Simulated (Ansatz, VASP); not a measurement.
**Two plane-wave programs on Mo**

Contents of POSCAR:

```
Mo
1.0
   -1.6148719360      1.6148719360      1.6148719360
    1.6148719360     -1.6148719360      1.6148719360
    1.6148719360      1.6148719360     -1.6148719360
Mo
1
Direct
    0.0000000000      0.0000000000      0.0000000000
```

The input INCAR.step1:

```
ALGO = Normal
EDIFF = 1E-5
ENCUT = 520
GGA = PE
ISIF = 2
ISMEAR = -1
LASPH = T
LREAL = F
LWAVE = T
NBANDS = 13
NELM = 60
PREC = Accurate
SIGMA = 0.05
```

The input INCAR.step2:

```
AEXX = 0.25
ALGO = Normal
EDIFF = 1E-6
ENCUT = 520
GGA = PE
ISIF = 2
ISMEAR = -1
ISTART = 1
LASPH = T
LCHARG = T
LELF = T
LHFCALC = T
LREAL = F
LVHAR = T
LWAVE = F
NBANDS = 13
NELM = 60
PREC = Accurate
PRECFOCK = Normal
SIGMA = 0.05
```

Contents of KPOINTS:

```
k-points
0
Gamma
  8 8 8
```

Contents of input:

```
crystal:
  lattice:
    - [-1.614871936, 1.614871936, 1.614871936]
    - [1.614871936, -1.614871936, 1.614871936]
    - [1.614871936, 1.614871936, -1.614871936]
  atoms:
    - { symbol: Mo, position: [0.0, 0.0, 0.0] }
hamiltonian:
  xc: pbe0
  pseudopotentials: { kind: paw }
kpoints:
  mp_grid: { grid: [8, 8, 8] }
scf:
  occupations: { method: fermi_dirac, width: 0.05 }
output:
  forces: true
  stress: true
  eigenvalues: true
  write_density: true
  write_potential: true
  elf: true
  volumetric_format: npy
```

Alike in both runs: task single point; functional PBE0; k mesh 8 × 8 × 8; occupations fermi-dirac, width 0.05 eV; no spin polarisation.

|  | VASP | Ansatz |
| --- | --- | --- |
| version | VASP 6.6.1 | Ansatz 0.2.0 |
| potentials or method | VASP PAW PBE potentials, release 64 (Mo_sv) | Ansatz PAW |
| plane-wave cutoff (eV) | 520 | 420 |
| valence electrons in the cell | 14 | 14 |

VASP gave:

- gap on the k mesh at the Fermi level (eV): none
- pressure (GPa): -19.9

What did Ansatz give for the same quantities?

gap on the k mesh at the Fermi level (eV): none; pressure (GPa): -20.5.

A gap of «none» marks a metal or a gap that the smearing closes. With one functional, cell and mesh, what is left measures potentials, basis and numerics.
